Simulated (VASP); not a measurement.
# Al18W in VASP: further runs

Al18W is run at these levels: PBE+D3(BJ); tasks: single point.

Program: VASP 6.6.1. These are calculated values, not measurements. Logs are shortened: lines on timing, memory, paths and dates and some standing lists are left out, and cuts for length are marked.

**1. The cell of the first run**

The cell holds a slab with vacuum, 19 atoms: a = 5.728 Å, b = 8.591 Å, c = 17.677 Å, α = 90.00°, β = 90.00°, γ = 60.00°.

**2. Single point, PBE+D3(BJ)**

File INCAR:

```
SYSTEM = Al18W
PREC = Accurate
ENCUT = 520
EDIFF = 1E-6
ISMEAR = 0
SIGMA = 0.1
LREAL = Auto
LASPH = .TRUE.
NELM = 80
ALGO = Normal
ISIF = 2
LWAVE = .FALSE.
LCHARG = .FALSE.
GGA = PE
IVDW = 12
NBANDS = 49
```

File KPOINTS:

```
regular mesh
0
G
  4 3 1
  0 0 0
```

File POSCAR:

```
Al18W
1.0
    5.7275650000      0.0000000000      0.0000000000
    4.2956740000      7.4403250000      0.0000000000
    0.0000000000      0.0000000000     17.6765370000
Al W
18 1
Direct
    0.1666667000      0.1111111000      0.0565722000
    0.6666667000      0.1111111000      0.0565722000
    0.1666667000      0.4444444000      0.0565722000
    0.6666667000      0.4444444000      0.0565722000
    0.1666667000      0.7777778000      0.0565722000
    0.6666667000      0.7777778000      0.0565722000
   -0.1750434454      0.2257031155      0.1836648023
    0.3249877251      0.2217244848      0.1872344971
   -0.1615520319      0.5537108170      0.1878891158
    0.3299454292      0.5589946108      0.1892502805
   -0.1757432171      0.8854954705      0.1898172616
    0.3227195354      0.8892260418      0.1911270190
   -0.0706461327      0.0381311024      0.3102246878
    0.4896243995     -0.0007767679      0.3226061495
    0.0103996177      0.3225485493      0.3203178617
    0.4713956772      0.3493642450      0.3147090227
    0.0621473876      0.6969862290      0.3407987631
    0.5807154608      0.6441000294      0.3214423104
    0.2633655841      0.8788321934      0.4087738283
```

Potentials or basis: VASP PAW PBE potentials, release 64 (Al, W_sv).

Started as:

```console
> cat potpaw_PBE.64/Al/POTCAR potpaw_PBE.64/W_sv/POTCAR > POTCAR
> mpirun -np 1 vasp_std > vasp.out
```

OUTCAR:

```text
SYSTEM = Al18W
   PREC = Accurate
   ENCUT = 520
   EDIFF = 1E-6
   ISMEAR = 0
   LREAL = Auto
   LASPH = .TRUE.
   NELM = 80
   ISIF = 2
   GGA = PE
   IVDW = 12
 IVDW          = 12

 ion  position               nearest neighbor table
   1  0.167  0.111  0.057-   7 2.81   8 2.81   3 2.86   5 2.86   6 2.86   4 2.86   2 2.86   2 2.86
                            12 2.90
   2  0.667  0.111  0.057-   7 2.78   6 2.86   4 2.86   5 2.86   3 2.86   1 2.86   1 2.86   8 2.86
                            11 2.89
   3  0.167  0.444  0.057-   9 2.84   8 2.84   1 2.86   2 2.86   4 2.86   4 2.86   6 2.86   5 2.86
                            10 2.87
   4  0.667  0.444  0.057-   7 2.77   9 2.86   2 2.86   1 2.86   3 2.86   3 2.86   5 2.86   6 2.86
                            10 2.88
   5  0.167  0.778  0.057-  10 2.85   1 2.86   2 2.86   6 2.86   6 2.86   4 2.86   3 2.86  12 2.87
                            11 2.90
   6  0.667  0.778  0.057-  11 2.84   9 2.86   2 2.86   1 2.86   5 2.86   5 2.86   3 2.86   4 2.86
                            12 2.93
   7  0.825  0.226  0.184-  13 2.64   4 2.77   2 2.78   1 2.81   8 2.85  10 2.85   9 2.86  12 2.87
                             8 2.88  16 2.91  15 2.92  11 2.93
   8  0.325  0.222  0.187-  16 2.81   1 2.81   9 2.82  15 2.82   3 2.84   7 2.85  12 2.86   2 2.86
                            11 2.87   7 2.88  14 2.91  10 2.91
   9  0.838  0.554  0.188-  18 2.68  11 2.81   8 2.82   3 2.84  10 2.84   4 2.86   6 2.86   7 2.86
                            10 2.89  15 2.90  12 2.92
  10  0.330  0.559  0.189-  16 2.71  12 2.82   9 2.84   7 2.85  11 2.85   5 2.85   3 2.87   4 2.88
                             9 2.89   8 2.91  18 3.02  17 3.02
  11  0.824  0.885  0.190-  13 2.72   9 2.81   6 2.84  10 2.85  12 2.86  12 2.87   8 2.87  14 2.87
                             2 2.89   5 2.90   7 2.93  17 3.07
  12  0.323  0.889  0.191-  10 2.82  14 2.85  11 2.86   8 2.86   5 2.87  11 2.87   7 2.87  13 2.87
                             1 2.90   9 2.92   6 2.93  18 2.97
  13  0.929  0.038  0.310-  19 2.44   7 2.64  16 2.65  17 2.69  14 2.71  15 2.71  11 2.72  12 2.87
                            14 3.06
  14  0.490  0.999  0.323-  19 2.53  13 2.71  15 2.76  18 2.83  12 2.85  11 2.87   8 2.91  16 2.96
                            17 3.01  13 3.06
  15  0.010  0.323  0.320-  18 2.62  13 2.71  14 2.76  16 2.76   8 2.82   9 2.90   7 2.92  16 2.98

  16  0.471  0.349  0.315-  13 2.65  10 2.71  17 2.76  15 2.76   8 2.81  18 2.90   7 2.91  14 2.96
                            15 2.98
  17  0.062  0.697  0.341-  19 2.65  13 2.69  16 2.76  18 2.79  14 3.01  10 3.02  18 3.03  11 3.07

  18  0.581  0.644  0.321-  19 2.47  15 2.62   9 2.68  17 2.79  14 2.83  16 2.90  12 2.97  10 3.02
                            17 3.03
  19  0.263  0.879  0.409-  13 2.44  18 2.47  14 2.53  17 2.65

  LATTYP: Found a simple monoclinic cell.
 ALAT       =     5.7275650000
 B/A-ratio  =     3.0862219809
 C/A-ratio  =     1.3228756151
 COS(beta)  =    -0.1889822093

  Lattice vectors:

 A1 = (   5.7275650000,   0.0000000000,   0.0000000000)
 A2 = (   0.0000000000,   0.0000000000, -17.6765370000)
 A3 = (  -1.4318910000,   7.4403250000,   0.0000000000)

Analysis of symmetry for initial positions (statically):
=====================================================================
 Subroutine PRICEL returns:
 Original cell was already a primitive cell.

 Routine SETGRP: Setting up the symmetry group for a
 simple monoclinic supercell.

 Subroutine GETGRP returns: Found  1 space group operations
 (whereof  1 operations were pure point group operations)
 out of a pool of  4 trial point group operations.

The static configuration has the point symmetry C_1 .

Analysis of symmetry for dynamics (positions and initial velocities):
=====================================================================
 Subroutine PRICEL returns:
 Original cell was already a primitive cell.

 Routine SETGRP: Setting up the symmetry group for a
 simple monoclinic supercell.

 Subroutine GETGRP returns: Found  1 space group operations
 (whereof  1 operations were pure point group operations)
 out of a pool of  4 trial point group operations.

The dynamic configuration has the point symmetry C_1 .

 Subroutine INISYM returns: Found  1 space group operations
 (whereof  1 operations are pure point group operations),
 and found     1 'primitive' translations

----------------------------------------------------------------------------------------

                                     Primitive cell

  volume of cell :     753.2847

  direct lattice vectors                    reciprocal lattice vectors
     5.727565000  0.000000000  0.000000000     0.174594265 -0.100802054  0.000000000
     4.295674000  7.440325000  0.000000000     0.000000000  0.134402731  0.000000000
     0.000000000  0.000000000 17.676537000     0.000000000  0.000000000  0.056572167

  length of vectors
     5.727565000  8.591347462 17.676537000     0.201604096  0.134402731  0.056572167

  position of ions in fractional coordinates (direct lattice)
     0.166666700  0.111111100  0.056572200
     0.666666700  0.111111100  0.056572200
     0.166666700  0.444444400  0.056572200
     0.666666700  0.444444400  0.056572200
     0.166666700  0.777777800  0.056572200
     0.666666700  0.777777800  0.056572200
[... 11 lines left out ...]
     0.580715461  0.644100029  0.321442310
     0.263365584  0.878832193  0.408773828

  ion indices of the primitive-cell ions
   primitive index   ion index
                 1           1
                 2           2
                 3           3
                 4           4
                 5           5
                 6           6
[... 11 lines left out ...]
                18          18
                19          19

----------------------------------------------------------------------------------------

 KPOINTS: regular mesh

Automatic generation of k-mesh.
 Grid dimensions read from file:
 generate k-points for:    4    3    1

 Generating k-lattice:

  Cartesian coordinates                     Fractional coordinates (reciprocal lattice)
     0.043648566 -0.025200514  0.000000000     0.250000000  0.000000000  0.000000000
     0.000000000  0.044800910  0.000000000     0.000000000  0.333333333  0.000000000
     0.000000000  0.000000000  0.056572167     0.000000000  0.000000000  1.000000000

  Length of vectors
     0.050401024  0.044800910  0.056572167

  Shift w.r.t. Gamma in fractional coordinates (k-lattice)
     0.000000000  0.000000000  0.000000000

 Subroutine IBZKPT returns following result:
 ===========================================

 Found      7 irreducible k-points:

 Following reciprocal coordinates:
            Coordinates               Weight
  0.000000  0.000000  0.000000      1.000000
  0.250000 -0.000000  0.000000      2.000000
  0.500000 -0.000000  0.000000      1.000000
  0.000000  0.333333  0.000000      2.000000
  0.250000  0.333333  0.000000      2.000000
  0.500000  0.333333  0.000000      2.000000
 -0.250000  0.333333  0.000000      2.000000
   k-points           NKPTS =      7   k-points in BZ     NKDIM =      7   number of bands    NBANDS=     49
   number of dos      NEDOS =    301   number of ions     NIONS =     19
   total plane-waves  NPLWV = 430080
   dimension x,y,z NGX =    48 NGY =   64 NGZ =  140
   dimension x,y,z NGXF=    96 NGYF=  128 NGZF=  280
   ions per type =              18   1
   NGX,Y,Z   is equivalent  to a cutoff of  13.93, 12.38, 13.17 a.u.
   NGXF,Y,Z  is equivalent  to a cutoff of  27.86, 24.77, 26.33 a.u.
 SYSTEM =  Al18W
   PREC   = accura    normal or accurate (medium, high low for compatibility)
   ISTART =      0    job   : 0-new  1-cont  2-samecut
   ICHARG =      2    charge: 1-file 2-atom 10-const
   ISPIN  =      1    spin polarized calculation?
   LNONCOLLINEAR =      F non collinear calculations
   LSORBIT =      F    spin-orbit coupling
   LASPH  =      T    aspherical Exc in radial PAW
   ENCUT  =  520.0 eV  38.22 Ry    6.18 a.u.  10.65 15.97 32.87*2*pi/ulx,y,z
   NELM   =     80;   NELMIN=  2; NELMDL= -5     # of ELM steps
   EDIFF  = 0.1E-05   stopping-criterion for ELM
   LREAL  =      T    real-space projection
   EDIFFG = 0.1E-04   stopping-criterion for IOM
   NSW    =      0    number of steps for IOM
   IBRION =     -1    ionic relax: 0-MD 1-quasi-New 2-CG
   NFREE  =      0    steps in history (QN), initial steepest desc. (CG)
   ISIF   =      2    stress and relaxation
   ISYM   =      2    0-nonsym 1-usesym 2-fastsym
   POTIM  = 0.5000    time-step for ionic-motion
   TEBEG  =    0.0;   TEEND  =   0.0 temperature during run
   PSTRESS=    0.0 pullay stress
   NELECT =      68.0000    total number of electrons
   NUPDOWN=      -1.0000    fix difference up-down
   EMIN   =  10.00;   EMAX   =-10.00  energy-range for DOS
   EFERMI =   0.00;   METHOD = LEGACY
   ISMEAR =     0;   SIGMA  =   0.10  broadening in eV -4-tet -1-fermi 0-gaus
   EFERMI_NEDOS =   21; number of points for ismear=-14 and -15
   IALGO  =     38    algorithm
   IMIX   =      4    mixing-type and parameters
     AMIX     =   0.40;   BMIX     =  1.00
     AMIX_MAG =   1.60;   BMIX_MAG =  1.00
  volume/ion in A,a.u.               =      39.65       267.55
  Fermi-wavevector in a.u.,A,eV,Ry     =   0.734387  1.387790  7.337945  0.539324
  Thomas-Fermi vector in A             =   1.827327
   LORBIT       =      0    0 simple, 1 ext, 2 COOP (PROOUT), +10 PAW based schemes
   GGA     = PE    functional components
   LHFCALC =     F    Hartree Fock is set to
   AEXX    =    0.0000 exact exchange contribution
   IVDW    =    12    specifies the selected vdW correction
   LEPSILON=     F    determine dielectric tensor
   LRPA    =     F    only Hartree local field effects (RPA)
 non-spin polarized calculation
 Gauss-broadening in eV      SIGMA  =   0.10
  energy-cutoff  :      520.00
  volume of cell :      753.28
 maximum number of plane-waves:     20302
 NGX is ok and might be reduce to    48
   NGX = 21   NGY = 31   NGZ = 65

 number of electron      68.0000000 magnetization

 Free energy of the ion-electron system (eV)
  ---------------------------------------------------
  ext. energy  EPLUGINS =         0.00000000
  ---------------------------------------------------
  free energy    TOTEN  =       -71.78431968 eV

  energy without entropy =      -71.73628552  energy(sigma->0) =      -71.76030260

 E-fermi :   1.1751     XC(G=0):  -5.4129

 val. band max:        1.1555961891   @ k =   0.0000   0.3333   0.0000
 cond. band min:       1.2001997694   @ k =   0.0000   0.0000   0.0000
 fundamental gap:      0.0446035802
 Fermi energy:         1.1750505434

 k-point     1 :       0.0000    0.0000    0.0000
  band No.  band energies     occupation
      1     -72.1759      2.00000
      2     -36.5831      2.00000
      3     -36.4200      2.00000
      4     -36.3586      2.00000
      5      -9.3014      2.00000
      6      -7.6564      2.00000
[... 38 lines left out ...]
     45       2.9338      0.00000
     46       3.0182      0.00000

 k-point     2 :       0.2500   -0.0000    0.0000
  band No.  band energies     occupation
      1     -72.1759      2.00000
      2     -36.5831      2.00000
      3     -36.4200      2.00000
      4     -36.3586      2.00000
      5      -8.9292      2.00000
      6      -7.3475      2.00000
[... 38 lines left out ...]
     45       3.2235      0.00000
     46       3.3578      0.00000

 k-point     3 :       0.5000   -0.0000    0.0000
  band No.  band energies     occupation
      1     -72.1759      2.00000
      2     -36.5831      2.00000
      3     -36.4200      2.00000
      4     -36.3586      2.00000
      5      -7.8713      2.00000
      6      -7.7744      2.00000
[... 185 lines left out ...]
     45       3.2078      0.00000
     46       3.4233      0.00000

 k-point     7 :      -0.2500    0.3333    0.0000
  band No.  band energies     occupation
      1     -72.1759      2.00000
      2     -36.5831      2.00000
      3     -36.4200      2.00000
      4     -36.3586      2.00000
      5      -8.4612      2.00000
      6      -8.2494      2.00000
[... 38 lines left out ...]
     45       3.3349      0.00000
     46       3.4893      0.00000
 [bands above 46 left out]

------------------------ aborting loop because EDIFF is reached ----------------------------------------

 Edisp (eV)   -4.60712

 E8    (eV) :    -2.1597

  FORCE on cell =-STRESS in cart. coord.  units (eV):
  Direction    XX          YY          ZZ          XY          YZ          ZX
  --------------------------------------------------------------------------------------
  -------------------------------------------------------------------------------------
  Total      -9.67684    -9.37832    -0.15249    -2.07739     0.00749     0.03338
  in kB     -20.58188   -19.94695    -0.32434    -4.41844     0.01593     0.07100
  external pressure =      -13.62 kB  Pullay stress =        0.00 kB

 VOLUME and BASIS-vectors are now :
 -----------------------------------------------------------------------------
  energy-cutoff  :      520.00
  volume of cell :      753.28
      direct lattice vectors                 reciprocal lattice vectors
     5.727565000  0.000000000  0.000000000     0.174594265 -0.100802054  0.000000000
     4.295674000  7.440325000  0.000000000     0.000000000  0.134402731  0.000000000
     0.000000000  0.000000000 17.676537000     0.000000000  0.000000000  0.056572167

 POSITION                                       TOTAL-FORCE (eV/Angst)
 -----------------------------------------------------------------------------------
      1.43189      0.82670      1.00000         0.081511      0.026045     -0.050985
      4.29567      0.82670      1.00000        -0.107278     -0.008721      0.008773
      2.86378      3.30681      1.00000         0.100428     -0.041577      0.064217
      5.72757      3.30681      1.00000        -0.112190      0.079621     -0.035628
      4.29567      5.78692      1.00000         0.017593     -0.084185     -0.014677
      7.15946      5.78692      1.00000         0.015830      0.031605      0.020897
[... 11 lines left out ...]
      6.09293      4.79231      5.68199        -0.001565      0.010890      0.007588
      5.28362      6.53880      7.22571         0.004447      0.005569     -0.017610
 -----------------------------------------------------------------------------------
    total drift:                                0.001531      0.001958     -0.003512

  FREE ENERGIE OF THE ION-ELECTRON SYSTEM (eV)
  ---------------------------------------------------
  free  energy   TOTEN  =       -76.3914440750 eV

  energy  without entropy=      -76.3434099152  energy(sigma->0) =      -76.36742700
```

Run time: 17 min. Hardware: 1 thread of Intel Xeon 8259CL, shared host; peak memory 0.86 GiB.

What came out:

| Quantity | Value |
| --- | --- |
| Free energy | -76.3914 eV |
| Largest force | 0.142 eV/Å |
| Band gap on the k mesh | zero (bands 34 and 35 overlap by 0.28 eV) |
| Dispersion energy per atom | -0.242 eV |

Forces on the atoms (eV/Å):
```
Al   0.082  0.026 -0.051
Al  -0.107 -0.009  0.009
Al   0.100 -0.042  0.064
Al  -0.112  0.080 -0.036
Al   0.018 -0.084 -0.015
Al   0.016  0.032  0.021
Al  -0.004 -0.002  0.000
Al  -0.002  0.000  0.003
Al   0.004  0.005  0.003
Al   0.000  0.004  0.000
Al  -0.001 -0.001  0.000
Al   0.001  0.000  0.003
Al   0.000 -0.006  0.002
Al  -0.002 -0.004  0.009
Al   0.004 -0.005  0.001
Al   0.003 -0.015  0.001
Al  -0.002  0.004 -0.004
Al  -0.002  0.011  0.008
W    0.004  0.006 -0.018
```

Levels at points of the mesh, in eV from the Fermi level:
```csv
k point,band 32,band 33,band 34,band 35,band 36,band 37
"(0.00, 0.00, 0.00)",-0.61,-0.52,-0.31,0.03,0.10,0.36
"(0.50, 0.00, 0.00)",-0.77,-0.23,-0.19,0.14,0.46,0.76
```

Caveat: there is no dipole correction, which matters where the two faces differ; spin-orbit coupling is left out, which moves the levels of the heavy elements.

(Continued in part 2 of 3.)

The gap in the log of VASP goes by the Fermi energy; the results here count the filled bands.